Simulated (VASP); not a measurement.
Wanted: the native input for a VASP 6.6.1 run.

| Quantity | Value |
| --- | --- |
| Task | single point |
| Functional | LDA |
| Potentials or basis | VASP PAW LDA potentials, release 64 (Te) |
| Cutoff | 520 eV |
| k mesh | 8 × 8 × 5 |
| Occupations | fermi-dirac, width 0.05 eV |
| Spin | no spin polarisation |
| Dipole correction | no |
| Further INCAR settings | ALGO = Normal; EDIFF = 1e-06; NBANDS = 16 |

The structure of Te lies in POSCAR:

```
Te
1.0
    4.2966332839      0.0000000000      0.0000000000
   -2.1483166420      3.7209935746      0.0000000000
    0.0000000000      0.0000000000      5.9041060600
Te
3
Direct
    0.2855404174      1.0000000000      0.3333333333
    1.0000000000      0.2855404174      0.6666666667
    0.7144595826      0.7144595826      1.0000000000
```

One way to write it, as run:

INCAR

```
PREC = Accurate
ENCUT = 520
EDIFF = 1E-6
ISMEAR = -1
SIGMA = 0.05
LREAL = False
LASPH = True
NELM = 60
ALGO = Normal
ISIF = 2
LWAVE = False
LCHARG = False
NBANDS = 16
```

KPOINTS

```
Automatic mesh
0
Gamma
  8 8 5
```

Potentials or basis: VASP PAW LDA potentials, release 64 (Te).

Launch:

```bash
$ cat potpaw_LDA.64/Te/POTCAR > POTCAR
$ mpirun -np 1 vasp_std > vasp.out
```

Results of the run:

The pressure is 0.0 GPa, the largest force is 0.025 eV/Å and the band gap on the k mesh is 0.43 eV (least direct gap 0.59 eV).

Caveat: spin-orbit coupling is left out, which moves the levels of the heavy elements; an odd mesh through Γ misses points on the zone boundary, where band edges can lie.

Run time: 50 s on 1 thread of Intel Xeon 8259CL, with other jobs on the host, peak memory 0.2 GiB.
